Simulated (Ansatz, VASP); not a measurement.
This is a calculation of Ir for VASP 6.6.1.

File INCAR:

```
SYSTEM = Ir
  PREC = Accurate
  ENCUT = 520
  EDIFF = 1E-7
  ISMEAR = -1
  SIGMA = 0.06
  LREAL = .False.
  LASPH = .True.
  NELM = 80
  ALGO = Fast
  ISIF = 2
  LWAVE = .False.
  LCHARG = .False.
  GGA = PE
  NBANDS = 10
```

File KPOINTS:

```
Automatic mesh
0
Gamma
  7 7 7
  0 0 0
```

File POSCAR:

```
Ir
1.0
    0.0000000000      1.9156000000      1.9156000000
    1.9156000000      0.0000000000      1.9156000000
    1.9156000000      1.9156000000      0.0000000000
Ir
1
Direct
    0.0000000000      0.0000000000      0.0000000000
```

Potentials or basis: VASP PAW PBE potentials, release 64 (Ir).

The run is started by

```bash
$ cat potpaw_PBE.64/Ir/POTCAR > POTCAR
$ mpirun -np 1 vasp_std > vasp.out
```

Translate it to Ansatz 0.2.0. Potentials there: all-electron LAPW, scalar-relativistic.

As run (the cutoff follows the program's own potentials):

input.yaml

```yaml
crystal:
  lattice:
    - [0.0, 1.9156, 1.9156]
    - [1.9156, 0.0, 1.9156]
    - [1.9156, 1.9156, 0.0]
  atoms:
    - { symbol: Ir, position: [0.0, 0.0, 0.0] }
kpoints:
  mp_grid: { grid: [7, 7, 7] }
scf:
  occupations: { method: fermi_dirac, width: 0.06 }
hamiltonian:
  xc: pbe
  pseudopotentials: { kind: all_electron, lapw: { basis_error: 0.004 } }
output:
  forces: true
  stress: true
  eigenvalues: true
```

Potentials or basis: all-electron LAPW, scalar-relativistic.

Launch:

```sh
$ ansatz run input.yaml --threads 1 --pin off --max-ram 3072MiB --backend cpu --events-out ev --progress --plain --runs-dir out
```

Both were run:

|  | VASP | Ansatz | Ansatz less VASP |
| --- | --- | --- | --- |
| gap on the k mesh at the Fermi level (eV) | none | none | - |
| pressure (GPa) | 11.0 | 10.3 | -0.73 |

A gap of «none» marks a metal or a gap that the smearing closes. Ansatz ran all-electron here, and VASP with PAW potentials.

The k mesh is coarse, so the values compare programs but aren't converged. Neither program's run includes spin-orbit coupling. Noted on Ansatz's run: the k mesh is thin for a metal, which can move the energy by tens of meV per atom.
